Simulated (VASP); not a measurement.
Write the native input for VASP 6.6.1 that does the following.

```
Task                   : single point
Functional             : PBE
Dispersion             : D3(BJ)
Potentials or basis    : VASP PAW PBE potentials, release 64 (S, Mo_sv)
Cutoff                 : 520 eV
k mesh                 : 9 × 9 × 1
Occupations            : gaussian, width 0.05 eV
Spin                   : no spin polarisation
Dipole correction      : yes
Further INCAR settings : ALGO = Normal; EDIFF = 1e-07; NBANDS = 20
```

The structure of MoS2 lies in POSCAR:

```
MoS2
1.0
    3.1546275777      0.0000000000      0.0000000000
   -1.5773137888      2.7319876217      0.0000000000
    0.0000000000      0.0000000000     20.1354073823
S Mo
2 1
Direct
    0.6666666667      0.3333333333      0.4221419432
    0.6666666667      0.3333333333      0.5778580568
    0.3333333333      0.6666666667      0.4999977910
```

These files were run (other wordings do the same):

INCAR

```
  PREC = Accurate
  ENCUT = 520
  EDIFF = 1E-7
  ISMEAR = 0
  SIGMA = 0.05
  LREAL = F
  LASPH = T
  NELM = 100
  ALGO = Normal
  ISIF = 2
  LWAVE = F
  LCHARG = F
  LDIPOL = T
  IDIPOL = 3
  DIPOL = 0.5 0.5 0.500
  GGA = PE
  IVDW = 12
  NBANDS = 20
```

KPOINTS

```
Automatic mesh
0
Gamma
  9 9 1
```

Potentials or basis: VASP PAW PBE potentials, release 64 (S, Mo_sv).

Launch:

```bash
$ cat potpaw_PBE.64/S/POTCAR potpaw_PBE.64/Mo_sv/POTCAR > POTCAR
$ mpirun -np 1 vasp_std > vasp.out
```

Results of the run:

```json
{"Largest force": "0.021 eV/Å", "Band gap on the k mesh": "1.78 eV", "Dispersion energy per atom": "-0.319 eV"}
```

Run time: 96 s on 1 thread of AMD EPYC 7R13, with other jobs on the host, peak memory 0.27 GiB.
